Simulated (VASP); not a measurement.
# WC (P3m1) in VASP: single point with PBEsol

Aim: the single point of WC with PBEsol.

Everything below comes from runs of VASP 6.6.1. Logs are shortened: lines on timing, memory, paths and dates and some standing lists are left out, and cuts for length are marked.

### 1 The cell of the first run

It takes space group P3m1 (No. 156, trigonal). The conventional cell has a = 2.901 Å, b = 2.901 Å, c = 2.829 Å, α = 90.00°, β = 90.00°, γ = 120.00°. W (site symmetry 3m) has 6 C at 2.12 to 2.27 Å and 8 W at 2.83 to 2.90 Å within 3.0 Å. Within 3.0 Å of C (site symmetry 3m) lie 6 W at 2.12 to 2.27 Å and 8 C at 2.83 to 2.90 Å.

### 2 Single point, PBEsol (all W atoms moved +0.113 Å, as atom 1 along Cartesian [0 0 1])

Contents of INCAR:

```
SYSTEM = WC
  PREC = Accurate
  ENCUT = 1300
  EDIFF = 1E-6
  ISMEAR = 0
  SIGMA = 0.15
  LREAL = .False.
  LASPH = .True.
  NELM = 120
  ALGO = Normal
  ISIF = 2
  LWAVE = .False.
  LCHARG = .False.
  GGA = PS
  NBANDS = 16
  GGA_COMPAT = .False.
```

Contents of KPOINTS:

```
regular mesh
0
Gamma
  6 6 6
  0 0 0
```

Contents of POSCAR:

```
WC
1.0
    2.9005014360      0.0000000000      0.0000000000
   -1.4502507180      2.5119079273      0.0000000000
    0.0000000000      0.0000000000      2.8290000000
W C
1 1
Direct
    0.0000000000      0.0000000000      0.0397667020
    0.6666666667      0.3333333333      0.5000000000
```

Potentials or basis: VASP PAW PBE potentials, release 64 (W_sv, C_h).

The run is started by

```bash
> cat potpaw_PBE.64/W_sv/POTCAR potpaw_PBE.64/C_h/POTCAR > POTCAR
> mpirun -np 1 vasp_std > vasp.out
```

OUTCAR:

```text
SYSTEM = WC
   PREC = Accurate
   ENCUT = 1300
   EDIFF = 1E-6
   ISMEAR = 0
   LREAL = .False.
   LASPH = .True.
   NELM = 120
   ISIF = 2
   GGA = PS

 ion  position               nearest neighbor table
   1  0.000  0.000  0.040-   2 2.12   2 2.12   2 2.12   2 2.27   2 2.27   2 2.27
   2  0.667  0.333  0.500-   1 2.12   1 2.12   1 2.12   1 2.27   1 2.27   1 2.27

  LATTYP: Found a hexagonal cell.
 ALAT       =     2.9005014360
 C/A-ratio  =     0.9753485949

  Lattice vectors:

 A1 = (   2.9005014360,   0.0000000000,   0.0000000000)
 A2 = (  -1.4502507180,   2.5119079273,   0.0000000000)
 A3 = (   0.0000000000,   0.0000000000,   2.8290000000)

Analysis of symmetry for initial positions (statically):
=====================================================================
 Subroutine PRICEL returns:
 Original cell was already a primitive cell.

 Routine SETGRP: Setting up the symmetry group for a
 hexagonal supercell.

 Subroutine GETGRP returns: Found  6 space group operations
 (whereof  6 operations were pure point group operations)
 out of a pool of 24 trial point group operations.

The static configuration has the point symmetry C_3v.

Analysis of symmetry for dynamics (positions and initial velocities):
=====================================================================
 Subroutine PRICEL returns:
 Original cell was already a primitive cell.

 Routine SETGRP: Setting up the symmetry group for a
 hexagonal supercell.

 Subroutine GETGRP returns: Found  6 space group operations
 (whereof  6 operations were pure point group operations)
 out of a pool of 24 trial point group operations.

The dynamic configuration has the point symmetry C_3v.

 Subroutine INISYM returns: Found  6 space group operations
 (whereof  6 operations are pure point group operations),
 and found     1 'primitive' translations

----------------------------------------------------------------------------------------

                                     Primitive cell

  volume of cell :      20.6115

  direct lattice vectors                    reciprocal lattice vectors
     2.900501436  0.000000000  0.000000000     0.344767973  0.199051882  0.000000000
    -1.450250718  2.511907927  0.000000000     0.000000000  0.398103764  0.000000000
     0.000000000  0.000000000  2.829000000     0.000000000  0.000000000  0.353481796

  length of vectors
     2.900501436  2.900501436  2.829000000     0.398103764  0.398103764  0.353481796

  position of ions in fractional coordinates (direct lattice)
     0.000000000  0.000000000  0.039766702
     0.666666667  0.333333333  0.500000000

  ion indices of the primitive-cell ions
   primitive index   ion index
                 1           1
                 2           2

----------------------------------------------------------------------------------------

 KPOINTS: regular mesh

Automatic generation of k-mesh.
 Grid dimensions read from file:
 generate k-points for:    6    6    6

 Generating k-lattice:

  Cartesian coordinates                     Fractional coordinates (reciprocal lattice)
     0.057461329  0.033175314  0.000000000     0.166666667 -0.000000000  0.000000000
     0.000000000  0.066350627  0.000000000     0.000000000  0.166666667  0.000000000
     0.000000000  0.000000000  0.058913633     0.000000000  0.000000000  0.166666667

  Length of vectors
     0.066350627  0.066350627  0.058913633

  Shift w.r.t. Gamma in fractional coordinates (k-lattice)
     0.000000000  0.000000000  0.000000000

 Subroutine IBZKPT returns following result:
 ===========================================

 Found     34 irreducible k-points:

 Following reciprocal coordinates:
            Coordinates               Weight
  0.000000  0.000000  0.000000      1.000000
  0.166667 -0.000000  0.000000      6.000000
  0.333333 -0.000000  0.000000      6.000000
  0.500000 -0.000000  0.000000      3.000000
  0.166667  0.166667  0.000000      6.000000
  0.333333  0.166667  0.000000     12.000000
[... 16 lines left out ...]
  0.500000 -0.000000  0.333333      6.000000
  0.166667  0.166667  0.333333     12.000000
 [... further k-points ...]
   k-points           NKPTS =     34   k-points in BZ     NKDIM =     34   number of bands    NBANDS=     16
   number of dos      NEDOS =    301   number of ions     NIONS =      2
   total plane-waves  NPLWV =  46656
   dimension x,y,z NGX =    36 NGY =   36 NGZ =   36
   dimension x,y,z NGXF=    72 NGYF=   72 NGZF=   72
   ions per type =               1   1
   NGX,Y,Z   is equivalent  to a cutoff of  20.63, 20.63, 21.16 a.u.
   NGXF,Y,Z  is equivalent  to a cutoff of  41.27, 41.27, 42.31 a.u.
 SYSTEM =  WC
   PREC   = accura    normal or accurate (medium, high low for compatibility)
   ISTART =      0    job   : 0-new  1-cont  2-samecut
   ICHARG =      2    charge: 1-file 2-atom 10-const
   ISPIN  =      1    spin polarized calculation?
   LNONCOLLINEAR =      F non collinear calculations
   LSORBIT =      F    spin-orbit coupling
   LASPH  =      T    aspherical Exc in radial PAW
   ENCUT  = 1300.0 eV  95.55 Ry    9.77 a.u.   8.53  8.53  8.32*2*pi/ulx,y,z
   NELM   =    120;   NELMIN=  2; NELMDL= -5     # of ELM steps
   EDIFF  = 0.1E-05   stopping-criterion for ELM
   LREAL  =      F    real-space projection
   EDIFFG = 0.1E-04   stopping-criterion for IOM
   NSW    =      0    number of steps for IOM
   IBRION =     -1    ionic relax: 0-MD 1-quasi-New 2-CG
   NFREE  =      0    steps in history (QN), initial steepest desc. (CG)
   ISIF   =      2    stress and relaxation
   ISYM   =      2    0-nonsym 1-usesym 2-fastsym
   POTIM  = 0.5000    time-step for ionic-motion
   TEBEG  =    0.0;   TEEND  =   0.0 temperature during run
   PSTRESS=    0.0 pullay stress
   NELECT =      18.0000    total number of electrons
   NUPDOWN=      -1.0000    fix difference up-down
   EMIN   =  10.00;   EMAX   =-10.00  energy-range for DOS
   EFERMI =   0.00;   METHOD = LEGACY
   ISMEAR =     0;   SIGMA  =   0.15  broadening in eV -4-tet -1-fermi 0-gaus
   EFERMI_NEDOS =   21; number of points for ismear=-14 and -15
   IALGO  =     38    algorithm
   IMIX   =      4    mixing-type and parameters
     AMIX     =   0.40;   BMIX     =  1.00
     AMIX_MAG =   1.60;   BMIX_MAG =  1.00
  volume/ion in A,a.u.               =      10.31        69.55
  Fermi-wavevector in a.u.,A,eV,Ry     =   1.564813  2.957068 33.315762  2.448639
  Thomas-Fermi vector in A             =   2.667381
   LORBIT       =      0    0 simple, 1 ext, 2 COOP (PROOUT), +10 PAW based schemes
   GGA     = PS    functional components
   LHFCALC =     F    Hartree Fock is set to
   AEXX    =    0.0000 exact exchange contribution
   IVDW    =     0    specifies the selected vdW correction
   LEPSILON=     F    determine dielectric tensor
   LRPA    =     F    only Hartree local field effects (RPA)
 non-spin polarized calculation
 Gauss-broadening in eV      SIGMA  =   0.15
  energy-cutoff  :     1300.00
  volume of cell :       20.61
 maximum number of plane-waves:      2236
 NGX is ok and might be reduce to    36
   NGX = 17   NGY = 17   NGZ = 17

 number of electron      18.0000000 magnetization

 Free energy of the ion-electron system (eV)
  ---------------------------------------------------
  ext. energy  EPLUGINS =         0.00000000
  ---------------------------------------------------
  free energy    TOTEN  =       -23.81523101 eV

  energy without entropy =      -23.80916585  energy(sigma->0) =      -23.81219843

 E-fermi :  11.5910     XC(G=0): -13.9960

 val. band max:       11.5771950732   @ k =   0.3333   0.3333   0.0000
 cond. band min:      11.6536598962   @ k =   0.0000   0.1667   0.3333
 fundamental gap:      0.0764648230
 Fermi energy:        11.5909549582

 k-point     1 :       0.0000    0.0000    0.0000
  band No.  band energies     occupation
      1     -62.5208      2.00000
      2     -26.5152      2.00000
      3     -26.4126      2.00000
      4     -26.4126      2.00000
      5      -3.1158      2.00000
      6       6.8409      2.00000
[... 8 lines left out ...]
     15      25.3833      0.00000
     16      28.1505      0.00000

 k-point     2 :       0.1667   -0.0000    0.0000
  band No.  band energies     occupation
      1     -62.5056      2.00000
      2     -26.6338      2.00000
      3     -26.4861      2.00000
      4     -26.4628      2.00000
      5      -2.4073      2.00000
      6       6.5015      2.00000
[... 8 lines left out ...]
     15      24.9360      0.00000
     16      29.4313      0.00000

 k-point     3 :       0.3333   -0.0000    0.0000
  band No.  band energies     occupation
      1     -62.4752      2.00000
      2     -27.0551      2.00000
      3     -26.5618      2.00000
      4     -26.4287      2.00000
      5      -0.7822      2.00000
      6       4.9793      2.00000
[... 8 lines left out ...]
     15      26.2739      0.00000
     16      27.9718      0.00000

 k-point     4 :       0.5000   -0.0000    0.0000
  band No.  band energies     occupation
      1     -62.4600      2.00000
      2     -27.2568      2.00000
      3     -26.6105      2.00000
      4     -26.3996      2.00000
      5       0.2491      2.00000
      6       4.2976      2.00000
[... 8 lines left out ...]
     15      24.2854      0.00000
     16      29.0188      0.00000
[... 324 lines left out ...]
 k-point    22 :       0.0000    0.3333    0.3333
  band No.  band energies     occupation
      1     -62.4440      2.00000
      2     -26.9921      2.00000
      3     -26.9594      2.00000
      4     -26.5022      2.00000
      5       0.1167      2.00000
      6       4.6068      2.00000
[... 8 lines left out ...]
     15      25.0553      0.00000
     16      29.0008      0.00000

 k-point    23 :       0.5000   -0.0000    0.3333
  band No.  band energies     occupation
      1     -62.4290      2.00000
      2     -27.1688      2.00000
      3     -26.9354      2.00000
      4     -26.5487      2.00000
      5       0.2706      2.00000
      6       4.2896      2.00000
[... 8 lines left out ...]
     15      25.5649      0.00000
     16      27.5290      0.00000

 k-point    24 :       0.1667    0.1667    0.3333
  band No.  band energies     occupation
      1     -62.4515      2.00000
      2     -26.9993      2.00000
      3     -26.8354      2.00000
      4     -26.5197      2.00000
      5       0.0210      2.00000
      6       5.3102      2.00000
[... 8 lines left out ...]
     15      25.4286      0.00000
     16      27.9225      0.00000

 [... further k-points ...]

------------------------ aborting loop because EDIFF is reached ----------------------------------------

  FORCE on cell =-STRESS in cart. coord.  units (eV):
  Direction    XX          YY          ZZ          XY          YZ          ZX
  --------------------------------------------------------------------------------------
  -------------------------------------------------------------------------------------
  Total        0.4558437      0.4558437      0.3650107     -0.0000000      0.0000000      0.0000000
  in kB       35.4337260     35.4337260     28.3730748     -0.0000000      0.0000000      0.0000000
  external PRESSURE =      33.0801756 kB  Pullay stress =       0.0000000 kB

 VOLUME and BASIS-vectors are now :
 -----------------------------------------------------------------------------
  energy-cutoff  :     1300.00
  volume of cell :       20.61
      direct lattice vectors                 reciprocal lattice vectors
     2.900501436  0.000000000  0.000000000     0.344767973  0.199051882  0.000000000
    -1.450250718  2.511907927  0.000000000     0.000000000  0.398103764  0.000000000
     0.000000000  0.000000000  2.829000000     0.000000000  0.000000000  0.353481796

 POSITION                                       TOTAL-FORCE (eV/Angst)
 -----------------------------------------------------------------------------------
      0.00000      0.00000      0.11250        -0.000000     -0.000000     -1.597193
      1.45025      0.83730      1.41450         0.000000      0.000000      1.597193
 -----------------------------------------------------------------------------------
    total drift:                               -0.000000      0.000000      0.000487

  FREE ENERGIE OF THE ION-ELECTRON SYSTEM (eV)
  ---------------------------------------------------
  free  energy   TOTEN  =       -23.8152310107 eV

  energy  without entropy=      -23.8091658501  energy(sigma->0) =      -23.81219843
```

It took 16 s on 1 thread of Intel Xeon 6975P-C (Granite Rapids), shared host; peak memory 0.23 GiB.

Results:

* Free energy: -23.8152 eV
* Pressure: 3.3 GPa
* Largest force: 1.597 eV/Å
* Band gap on the k mesh: zero (bands 9 and 10 overlap by 0.97 eV)

Forces on the atoms (eV/Å):
```
W    0.000  0.000 -1.597
C    0.000  0.000  1.597
```

Caveat: the k points lie up to 0.42 Å⁻¹ apart, too coarse for converged energies and pressures of a metal; the cell differs from its parent crystal (all W atoms moved +0.113 Å, as atom 1 along Cartesian [0 0 1]); the PAW data sets were made with another functional, which shifts forces and pressure a little; spin-orbit coupling is left out, which moves the levels of the heavy elements.

The gap in the log of VASP goes by the Fermi energy; the results here count the filled bands.